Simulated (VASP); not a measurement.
# AlN (P2_1) in VASP: notebook

The runs below take AlN through single point, with LDA.

Program: VASP 6.6.1. These are calculated values, not measurements. Logs are shortened: lines on timing, memory, paths and dates and some standing lists are left out, and cuts for length are marked.

### Step 1. The cell of the first run

It takes space group P2_1 (No. 4, monoclinic). The conventional cell has a = 3.089 Å, b = 4.944 Å, c = 3.089 Å, α = 90.00°, β = 120.00°, γ = 90.00°. Within 2.5 Å of Al (site symmetry 1) lie 4 N at 1.87 to 1.89 Å. N (site symmetry 1) has 4 Al at 1.87 to 1.89 Å within 2.5 Å.

### Step 2. Single point, LDA (mode 4 frozen in at -0.069 Å and mode 5 at -0.034 Å (largest displacements))

INCAR reads:

```
PREC = Accurate ; ENCUT = 520
EDIFF = 1E-6 ; ISMEAR = 0
SIGMA = 0.05 ; LREAL = F
LASPH = T ; NELM = 100
ALGO = Normal ; ISIF = 2
LWAVE = F ; LCHARG = T
LELF = T ; LVHAR = T
NBANDS = 16
```

KPOINTS reads:

```
Automatic mesh
0
Gamma
  9 9 6
```

POSCAR reads:

```
AlN
1.0
    3.0887424016      0.0000000000      0.0000000000
   -1.5443712008      2.6749293856      0.0000000000
    0.0000000000      0.0000000000      4.9437688231
Al N
2 2
Direct
    0.3046288194      0.6538065141      0.0015212672
    0.6953711806      0.3461934859      0.5015212672
    0.3589472967      0.6781421955      0.3834787328
    0.6410527033      0.3218578045      0.8834787328
```

Potentials or basis: VASP PAW LDA potentials, release 64 (Al, N).

Launch:

```console
cat potpaw_LDA.64/Al/POTCAR potpaw_LDA.64/N/POTCAR > POTCAR
mpirun -np 1 vasp_std > vasp.out
```

OUTCAR:

```text
PREC = Accurate
   ENCUT = 520
   EDIFF = 1E-6
   ISMEAR = 0
   LREAL = F
   LASPH = T
   NELM = 100
   ISIF = 2

 ion  position               nearest neighbor table
   1  0.305  0.654  0.002-   4 1.87   4 1.88   4 1.88   3 1.89   2 2.96   2 2.96   2 3.09   2 3.09
                             2 3.10   2 3.10
   2  0.695  0.346  0.502-   3 1.87   3 1.88   3 1.88   4 1.89   1 2.96   1 2.96   1 3.09   1 3.09
                             1 3.10   1 3.10
   3  0.359  0.678  0.383-   2 1.87   2 1.88   2 1.88   1 1.89
   4  0.641  0.322  0.883-   1 1.87   1 1.88   1 1.88   2 1.89

  LATTYP: Found a hexagonal cell.
 ALAT       =     3.0887424016
 C/A-ratio  =     1.6005766038

  Lattice vectors:

 A1 = (   3.0887424016,   0.0000000000,   0.0000000000)
 A2 = (  -1.5443712008,   2.6749293856,   0.0000000000)
 A3 = (   0.0000000000,   0.0000000000,   4.9437688231)

Analysis of symmetry for initial positions (statically):
=====================================================================
 Subroutine PRICEL returns:
 Original cell was already a primitive cell.

 Routine SETGRP: Setting up the symmetry group for a
 hexagonal supercell.

 Subroutine GETGRP returns: Found  2 space group operations
 (whereof  1 operations were pure point group operations)
 out of a pool of 24 trial point group operations.

The static configuration has the point symmetry C_1 .
 The point group associated with its full space group is C_2 .

Analysis of symmetry for dynamics (positions and initial velocities):
=====================================================================
 Subroutine PRICEL returns:
 Original cell was already a primitive cell.

 Routine SETGRP: Setting up the symmetry group for a
 hexagonal supercell.

 Subroutine GETGRP returns: Found  2 space group operations
 (whereof  1 operations were pure point group operations)
 out of a pool of 24 trial point group operations.

The dynamic configuration has the point symmetry C_1 .
 The point group associated with its full space group is C_2 .

 Subroutine INISYM returns: Found  2 space group operations
 (whereof  1 operations are pure point group operations),
 and found     1 'primitive' translations

----------------------------------------------------------------------------------------

[... 95 lines left out ...]
   NELM   =    100;   NELMIN=  2; NELMDL= -5     # of ELM steps
   EDIFF  = 0.1E-05   stopping-criterion for ELM
   LREAL  =      F    real-space projection
   EDIFFG = 0.1E-04   stopping-criterion for IOM
   NSW    =      0    number of steps for IOM
   IBRION =     -1    ionic relax: 0-MD 1-quasi-New 2-CG
   NFREE  =      0    steps in history (QN), initial steepest desc. (CG)
   ISIF   =      2    stress and relaxation
   ISYM   =      2    0-nonsym 1-usesym 2-fastsym
   POTIM  = 0.5000    time-step for ionic-motion
   TEBEG  =    0.0;   TEEND  =   0.0 temperature during run
   PSTRESS=    0.0 pullay stress
   NELECT =      16.0000    total number of electrons
   NUPDOWN=      -1.0000    fix difference up-down
   EMIN   =  10.00;   EMAX   =-10.00  energy-range for DOS
   EFERMI =   0.00;   METHOD = LEGACY
   ISMEAR =     0;   SIGMA  =   0.05  broadening in eV -4-tet -1-fermi 0-gaus
   EFERMI_NEDOS =   21; number of points for ismear=-14 and -15
   IALGO  =     38    algorithm
   IMIX   =      4    mixing-type and parameters
     AMIX     =   0.40;   BMIX     =  1.00
     AMIX_MAG =   1.60;   BMIX_MAG =  1.00
  volume/ion in A,a.u.               =      10.21        68.91
  Fermi-wavevector in a.u.,A,eV,Ry     =   1.197836  2.263582 19.521797  1.434812
  Thomas-Fermi vector in A             =   2.333741
   LORBIT       =      0    0 simple, 1 ext, 2 COOP (PROOUT), +10 PAW based schemes
   GGA     = CA    functional components
   LHFCALC =     F    Hartree Fock is set to
   AEXX    =    0.0000 exact exchange contribution
   IVDW    =     0    specifies the selected vdW correction
   LEPSILON=     F    determine dielectric tensor
   LRPA    =     F    only Hartree local field effects (RPA)
 non-spin polarized calculation
 Gauss-broadening in eV      SIGMA  =   0.05
  energy-cutoff  :      520.00
  volume of cell :       40.85
 maximum number of plane-waves:      1118
   NGX = 11   NGY = 11   NGZ = 19

 number of electron      16.0000000 magnetization

 Free energy of the ion-electron system (eV)
  ---------------------------------------------------
  ext. energy  EPLUGINS =         0.00000000
  ---------------------------------------------------
  free energy    TOTEN  =       -32.79270286 eV

  energy without entropy =      -32.79270286  energy(sigma->0) =      -32.79270286

 E-fermi :   6.3661     XC(G=0): -11.3454

 val. band max:        6.1560339937   @ k =   0.0000   0.0000   0.0000
 cond. band min:      10.5059312751   @ k =   0.0000   0.0000   0.0000
 fundamental gap:      4.3498972814
 Fermi energy:         6.3660880022

 k-point     1 :       0.0000    0.0000    0.0000
  band No.  band energies     occupation
      1      -9.0531      2.00000
      2      -6.7567      2.00000
      3      -0.0317      2.00000
      4       5.2007      2.00000
      5       5.2618      2.00000
      6       5.7602      2.00000
[... 433 lines left out ...]
      3       1.1736      2.00000
      4       2.1655      2.00000
      5       2.2773      2.00000
      6       3.6608      2.00000
[... 8 lines left out ...]
     15      18.4757      0.00000
     16      20.9075      0.00000

 [... further k-points ...]

------------------------ aborting loop because EDIFF is reached ----------------------------------------

  FORCE on cell =-STRESS in cart. coord.  units (eV):
  Direction    XX          YY          ZZ          XY          YZ          ZX
  --------------------------------------------------------------------------------------
  -------------------------------------------------------------------------------------
  Total        0.0121770      0.1596620      0.1487159     -0.1164850      0.0000000      0.0000000
  in kB        0.4776364      6.2626769      5.8333216     -4.5690783      0.0000000      0.0000000
  external PRESSURE =       4.1912117 kB  Pullay stress =       0.0000000 kB

 VOLUME and BASIS-vectors are now :
 -----------------------------------------------------------------------------
  energy-cutoff  :      520.00
  volume of cell :       40.85
      direct lattice vectors                 reciprocal lattice vectors
     3.088742402  0.000000000  0.000000000     0.323756361  0.186920822  0.000000000
    -1.544371201  2.674929386  0.000000000     0.000000000  0.373841644  0.000000000
     0.000000000  0.000000000  4.943768823     0.000000000  0.000000000  0.202274830

 POSITION                                       TOTAL-FORCE (eV/Angst)
 -----------------------------------------------------------------------------------
     -0.06880      1.74889      0.00752         0.414672      0.212986      0.042889
      1.61317      0.92604      2.47941        -0.414672     -0.212986      0.042889
      0.06139      1.81398      1.89583        -0.169561     -0.082391     -0.042889
      1.48298      0.86095      4.36771         0.169561      0.082391     -0.042889
 -----------------------------------------------------------------------------------
    total drift:                               -0.000000     -0.000000     -0.000574

  FREE ENERGIE OF THE ION-ELECTRON SYSTEM (eV)
  ---------------------------------------------------
  free  energy   TOTEN  =       -32.7927028554 eV

  energy  without entropy=      -32.7927028554  energy(sigma->0) =      -32.79270286
```

stdout:

```text
POSCAR found type information on POSCAR AlN
 POSCAR found :  2 types and       4 ions
 scaLAPACK will be used
 LDA part: xc-table for (Slater(with rela. corr.)+CA(PZ))
 , standard interpolation
 POSCAR, INCAR and KPOINTS ok, starting setup
 FFT: planning ... GRIDC
 FFT: planning ... GRID_SOFT
 FFT: planning ... GRID
 WAVECAR not read
 entering main loop
```

It took 43 s on 1 thread of Intel Xeon 6975P-C, shared host; peak memory 0.2 GiB.

Results:

| Quantity | Value |
| --- | --- |
| Free energy | -32.7927 eV |
| Pressure | 0.4 GPa |
| Largest force | 0.468 eV/Å |
| Band gap on the k mesh | 4.35 eV, direct |

Forces in eV/Å, atoms in the order of the input:
```
Al   0.415  0.213  0.043
Al  -0.415 -0.213  0.043
N   -0.170 -0.082 -0.043
N    0.170  0.082 -0.043
```

Caveat: the cell differs from its parent crystal (mode 4 frozen in at -0.069 Å and mode 5 at -0.034 Å (largest displacements)). A k mesh can miss the band edges.

### Step 3. Single point, LDA (mode 4 frozen in at -0.069 Å and mode 5 at -0.069 Å (largest displacements))

INCAR reads:

```
PREC = Accurate
ENCUT = 520
EDIFF = 1E-7
ISMEAR = 0
SIGMA = 0.05
LREAL = F
LASPH = T
NELM = 100
ALGO = Normal
ISIF = 2
LWAVE = F
LCHARG = F
NBANDS = 16
```

KPOINTS reads:

```
regular mesh
0
Gamma
  9 9 6
```

POSCAR reads:

```
AlN
1.0
    3.0887424016      0.0000000000      0.0000000000
   -1.5443712008      2.6749293856      0.0000000000
    0.0000000000      0.0000000000      4.9437688231
Al N
2 2
Direct
    0.2981987431      0.6409463615      0.0015212672
    0.7018012569      0.3590536385      0.5015212672
    0.3646850611      0.6896177243      0.3834787328
    0.6353149389      0.3103822757      0.8834787328
```

Potentials or basis: VASP PAW LDA potentials, release 64 (Al, N).

Launch:

```console
cat potpaw_LDA.64/Al/POTCAR potpaw_LDA.64/N/POTCAR > POTCAR
mpirun -np 1 vasp_std > vasp.out
```

Wall time 60 s (1 thread of Intel Xeon 6975P-C, shared host); peak memory 0.21 GiB.

It converged, with:

```yaml
Free_energy: -32.7638 eV
Pressure: 0.3 GPa
Largest_force: 0.590 eV/Å
Band_gap_on_the_k_mesh: 4.31 eV, direct
```

Forces in eV/Å, atoms in the order of the input:
```
Al   0.437  0.392  0.068
Al  -0.437 -0.392  0.068
N   -0.160 -0.180 -0.068
N    0.160  0.180 -0.068
```

Stress tensor (GPa, compression positive):
```
-0.02 -0.71  0.00
-0.71  0.42  0.00
 0.00  0.00  0.63
```

Levels at points of the mesh, in eV from the valence-band top:
| k point | band 5 | band 6 | band 7 | band 8 | band 9 | band 10 | band 11 | band 12 |
| --- | --- | --- | --- | --- | --- | --- | --- | --- |
| (0.00, 0.00, 0.00) | -0.91 | -0.45 | -0.14 | 0.00 | 4.31 | 6.65 | 10.46 | 10.66 |
| (0.00, 0.00, 0.50) | -0.67 | -0.67 | -0.58 | -0.58 | 6.48 | 6.48 | 10.21 | 10.21 |

Caveat: the cell differs from its parent crystal (mode 4 frozen in at -0.069 Å and mode 5 at -0.069 Å (largest displacements)). A k mesh can miss the band edges.

### Step 4. Single point, LDA (mode 4 frozen in at -0.034 Å and mode 5 at -0.069 Å (largest displacements))

INCAR reads:

```
  ALGO = Normal
  EDIFF = 1E-6
  ENCUT = 520
  GGA = CA
  ISIF = 2
  ISMEAR = 0
  LASPH = T
  LCHARG = T
  LELF = T
  LREAL = F
  LVHAR = T
  LWAVE = F
  NBANDS = 16
  NELM = 60
  PREC = Accurate
  SIGMA = 0.05
```

KPOINTS reads:

```
k-points
0
Gamma
  9 9 6
```

POSCAR reads:

```
AlN
1.0
    3.0887424016      0.0000000000      0.0000000000
   -1.5443712008      2.6749293856      0.0000000000
    0.0000000000      0.0000000000      4.9437688231
Al N
2 2
Direct
    0.3093359619      0.6409463615      0.0015212672
    0.6906640381      0.3590536385      0.5015212672
    0.3547469616      0.6896177243      0.3834787328
    0.6452530384      0.3103822757      0.8834787328
```

Launch:

```console
cat potpaw_LDA.64/Al/POTCAR potpaw_LDA.64/N/POTCAR > POTCAR
mpirun -np 1 vasp_std > vasp.out
```

It took 41 s on 1 thread of Intel Xeon 6975P-C, shared host; peak memory 0.2 GiB.

The run converged. Its results:

```
Free energy            : -32.7938 eV
Pressure               : 0.4 GPa
Largest force          : 0.436 eV/Å
Band gap on the k mesh : 4.35 eV, direct
```

Forces in eV/Å, atoms in the order of the input:
```
Al   0.219  0.375  0.043
Al  -0.219 -0.375  0.043
N   -0.080 -0.186 -0.043
N    0.080  0.186 -0.043
```

Stress tensor (GPa, compression positive):
```
 0.32 -0.35  0.00
-0.35  0.38  0.00
 0.00  0.00  0.55
```

Levels at points of the mesh, in eV from the valence-band top:
```
           k point  band 4  band 5  band 6  band 7  band 8  band 9  band 10  band 11  band 12  band 13
(0.00, 0.00, 0.00)   -0.96   -0.89   -0.39   -0.15    0.00    4.35     6.68    10.52    10.79    11.38
(0.00, 0.00, 0.50)   -3.40   -0.64   -0.64   -0.57   -0.57    6.53     6.53    10.25    10.25    11.36
```

Caveat: the cell differs from its parent crystal (mode 4 frozen in at -0.034 Å and mode 5 at -0.069 Å (largest displacements)). A k mesh can miss the band edges.

### Step 5. Single point, LDA (mode 4 frozen in at -0.069 Å and mode 5 at +0.069 Å (largest displacements))

INCAR reads:

```
SYSTEM = AlN
  ALGO = Normal
  EDIFF = 1E-6
  ENCUT = 520
  GGA = CA
  ISIF = 2
  ISMEAR = 0
  LASPH = .TRUE.
  LCHARG = .FALSE.
  LREAL = .FALSE.
  LWAVE = .FALSE.
  NBANDS = 16
  NELM = 60
  PREC = Accurate
  SIGMA = 0.05
```

KPOINTS reads:

```
k-points
0
G
  9 9 6
  0 0 0
```

POSCAR reads:

```
AlN
1.0
    3.0887424016      0.0000000000      0.0000000000
   -1.5443712008      2.6749293856      0.0000000000
    0.0000000000      0.0000000000      4.9437688231
Al N
2 2
Direct
    0.3239190483      0.6923869718      0.0015212672
    0.6760809517      0.3076130282      0.5015212672
    0.3417340035      0.6437156091      0.3834787328
    0.6582659965      0.3562843909      0.8834787328
```

Potentials or basis: VASP PAW LDA potentials, release 64 (Al, N).

Launch:

```console
cat potpaw_LDA.64/Al/POTCAR potpaw_LDA.64/N/POTCAR > POTCAR
mpirun -np 1 vasp_std > vasp.out
```

OUTCAR:

```text
SYSTEM = AlN
   EDIFF = 1E-6
   ENCUT = 520
   GGA = CA
   ISIF = 2
   ISMEAR = 0
   LASPH = .TRUE.
   LREAL = .FALSE.
   NELM = 60
   PREC = Accurate

 ion  position               nearest neighbor table
   1  0.324  0.692  0.002-   4 1.87   4 1.87   4 1.89   3 1.90   2 2.97   2 2.97   2 3.02   2 3.02
                             2 3.16   2 3.16
   2  0.676  0.308  0.502-   3 1.87   3 1.87   3 1.89   4 1.90   1 2.97   1 2.97   1 3.02   1 3.02
                             1 3.16   1 3.16
   3  0.342  0.644  0.383-   2 1.87   2 1.87   2 1.89   1 1.90
   4  0.658  0.356  0.883-   1 1.87   1 1.87   1 1.89   2 1.90

  LATTYP: Found a hexagonal cell.
 ALAT       =     3.0887424016
 C/A-ratio  =     1.6005766038

  Lattice vectors:

 A1 = (   3.0887424016,   0.0000000000,   0.0000000000)
 A2 = (  -1.5443712008,   2.6749293856,   0.0000000000)
 A3 = (   0.0000000000,   0.0000000000,   4.9437688231)

Analysis of symmetry for initial positions (statically):
=====================================================================
 Subroutine PRICEL returns:
[... 173 lines left out ...]
  free energy    TOTEN  =       -32.76638964 eV

  energy without entropy =      -32.76638964  energy(sigma->0) =      -32.76638964

 E-fermi :   6.4242     XC(G=0): -11.3470

 val. band max:        6.1803055780   @ k =   0.0000   0.0000   0.0000
 cond. band min:      10.4899637711   @ k =   0.0000   0.0000   0.0000
 fundamental gap:      4.3096581931
 Fermi energy:         6.4242257637

 k-point     1 :       0.0000    0.0000    0.0000
  band No.  band energies     occupation
      1      -9.0497      2.00000
      2      -6.7509      2.00000
      3      -0.0266      2.00000
      4       5.1884      2.00000
      5       5.2886      2.00000
      6       5.7425      2.00000
[... 433 lines left out ...]
      3       0.9416      2.00000
      4       2.1288      2.00000
      5       2.3522      2.00000
      6       3.7066      2.00000
[... 8 lines left out ...]
     15      18.7570      0.00000
     16      20.7491      0.00000

 [... further k-points ...]
[... 5 lines left out ...]
  --------------------------------------------------------------------------------------
  -------------------------------------------------------------------------------------
  Total        0.1090689     -0.0059160      0.1345664      0.0670128      0.0000000      0.0000000
  in kB        4.2781836     -0.2320528      5.2783100      2.6285494      0.0000000      0.0000000
  external PRESSURE =       3.1081470 kB  Pullay stress =       0.0000000 kB

 VOLUME and BASIS-vectors are now :
 -----------------------------------------------------------------------------
  energy-cutoff  :      520.00
  volume of cell :       40.85
      direct lattice vectors                 reciprocal lattice vectors
     3.088742402  0.000000000  0.000000000     0.323756361  0.186920822  0.000000000
    -1.544371201  2.674929386  0.000000000     0.000000000  0.373841644  0.000000000
     0.000000000  0.000000000  4.943768823     0.000000000  0.000000000  0.202274830

 POSITION                                       TOTAL-FORCE (eV/Angst)
 -----------------------------------------------------------------------------------
     -0.06880      1.85209      0.00752         0.347094     -0.392011      0.067877
      1.61317      0.82284      2.47941        -0.347094      0.392011      0.067877
      0.06139      1.72189      1.89583        -0.198756      0.179645     -0.067877
      1.48298      0.95304      4.36771         0.198756     -0.179645     -0.067877
 -----------------------------------------------------------------------------------
    total drift:                               -0.000000     -0.000000     -0.000596

  FREE ENERGIE OF THE ION-ELECTRON SYSTEM (eV)
  ---------------------------------------------------
  free  energy   TOTEN  =       -32.7663896415 eV

  energy  without entropy=      -32.7663896415  energy(sigma->0) =      -32.76638964
```

stdout:

```text
POSCAR found type information on POSCAR AlN
 POSCAR found :  2 types and       4 ions
 scaLAPACK will be used
 LDA part: xc-table for (Slater(with rela. corr.)+CA(PZ))
 , standard interpolation
 POSCAR, INCAR and KPOINTS ok, starting setup
 FFT: planning ... GRIDC
 FFT: planning ... GRID_SOFT
 FFT: planning ... GRID
 WAVECAR not read
 entering main loop
```

Wall time 47 s (1 thread of Intel Xeon 6975P-C, shared host); peak memory 0.2 GiB.

Results:

```yaml
Free_energy: -32.7664 eV
Pressure: 0.3 GPa
Largest_force: 0.528 eV/Å
Band_gap_on_the_k_mesh: 4.31 eV, direct
```

Forces in eV/Å, atoms in the order of the input:
```
Al   0.347 -0.392  0.068
Al  -0.347  0.392  0.068
N   -0.199  0.180 -0.068
N    0.199 -0.180 -0.068
```

Levels at points of the mesh, in eV from the valence-band top:
```tsv
k point	band 4	band 5	band 6	band 7	band 8	band 9	band 10	band 11	band 12	band 13
(0.00, 0.00, 0.00)	-0.99	-0.89	-0.44	-0.16	0.00	4.31	6.66	10.44	10.73	11.43
(0.00, 0.00, 0.50)	-3.41	-0.66	-0.66	-0.58	-0.58	6.49	6.49	10.22	10.22	11.31
```

Caveat: the cell differs from its parent crystal (mode 4 frozen in at -0.069 Å and mode 5 at +0.069 Å (largest displacements)). A k mesh can miss the band edges.
